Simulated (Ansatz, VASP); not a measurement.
Given: the input of a run of VASP 6.6.1 on Hf.

Contents of INCAR:

```
SYSTEM = Hf
ALGO = Normal ; EDIFF = 1E-6
EDIFFG = -0.01 ; ENCUT = 600
GGA = PS ; IBRION = 2
ISIF = 3 ; ISMEAR = -1
LASPH = .TRUE. ; LCHARG = .FALSE.
LREAL = .FALSE. ; LWAVE = .FALSE.
NELM = 100 ; NSW = 60
PREC = Accurate ; SIGMA = 0.05
```

Contents of KPOINTS:

```
k-points
0
G
  10 10 10
  0 0 0
```

File POSCAR:

```
Hf
1.0
    0.0000000000      2.2200000000      2.2200000000
    2.2200000000      0.0000000000      2.2200000000
    2.2200000000      2.2200000000      0.0000000000
Hf
1
Direct
    0.0000000000      0.0000000000      0.0000000000
```

Potentials or basis: VASP PAW PBE potentials, release 64 (Hf_pv).

The run is started by

```sh
$ cat potpaw_PBE.64/Hf_pv/POTCAR > POTCAR
$ mpirun -np 1 vasp_std > vasp.out
```

Set up the same calculation for Ansatz 0.2.0. Potentials there: Ansatz PAW.

As run (the cutoff follows the program's own potentials):

Contents of input.yaml:

```yaml
crystal:
  lattice:
    - [0.0, 2.22, 2.22]
    - [2.22, 0.0, 2.22]
    - [2.22, 2.22, 0.0]
  atoms:
    - { symbol: Hf, position: [0.0, 0.0, 0.0] }
hamiltonian:
  xc: pbesol
  pseudopotentials: { kind: paw }
kpoints:
  mp_grid: { grid: [10, 10, 10] }
scf:
  occupations: { method: fermi_dirac, width: 0.05 }
output:
  forces: true
  stress: true
  eigenvalues: true
relax:
  f_tol: 0.01
  max_steps: 40
  cell: { stress_tol: 0.05 }
```

Potentials or basis: Ansatz PAW.

Launch:

```console
$ ansatz run input.yaml --threads 2 --pin off --max-ram 5632MiB --backend cpu --events-out ev --progress --plain --runs-dir out
```

Both were run:

|  | VASP | Ansatz | Ansatz less VASP |
| --- | --- | --- | --- |
| gap on the k mesh at the Fermi level, each at its own relaxed structure (eV) | none | none | - |
| relaxed volume (Å³/atom) | 21.47 | 21.55 | +0.080 |
| relaxed cell length with the largest relative difference (Å) | 3.120 | 3.124 | +0.0039 |

VASP's potentials were made for PBE, not for PBEsol. A gap of «none» marks a metal or a gap that the smearing closes. VASP's potentials hold 10 valence electrons a cell and Ansatz's 26, so a difference there can come from the potentials and not from the codes.

Spin-orbit coupling is off throughout. Noted on Ansatz's run: the plane-wave basis is chosen anew once the cell has moved, so the energies of steps on either side of that aren't comparable.
